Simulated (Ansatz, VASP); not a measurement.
**Two plane-wave programs on InAs**

```
In As
1.0
     0.00000    2.87730    2.87730
     2.87730    0.00000    2.87730
     2.87730    2.87730    0.00000
In As
1 1
Direct
  0.50000 0.50000 0.50000
  0.00000 0.00000 0.00000
```

Alike in both runs: task single point; functional RPBE; k mesh 4 × 4 × 4; occupations gaussian, width 0.1 eV; no spin polarisation.

|  | VASP | Ansatz |
| --- | --- | --- |
| version | VASP 6.6.1 | Ansatz 0.2.0 |
| potentials or method | VASP PAW PBE potentials, release 64 (In_d, As), cutoff 500 eV | scalar-relativistic, plane waves, PAW |
| valence electrons in the cell | 18 | 28 |

|  | VASP | Ansatz | Ansatz less VASP |
| --- | --- | --- | --- |
| gap on the k mesh at the Fermi level (eV) | none | none | - |
| pressure (GPa) | 2.6 | 2.5 | -0.07 |

VASP's potentials were made for PBE, not for RPBE. A gap of «none» marks a metal or a gap that the smearing closes. With one functional, cell and mesh, what is left measures potentials, basis and numerics. VASP's potentials hold 18 valence electrons a cell and Ansatz's 28, so a difference there can come from the potentials and not from the codes.

The k mesh is coarse, so the values compare programs but aren't converged.
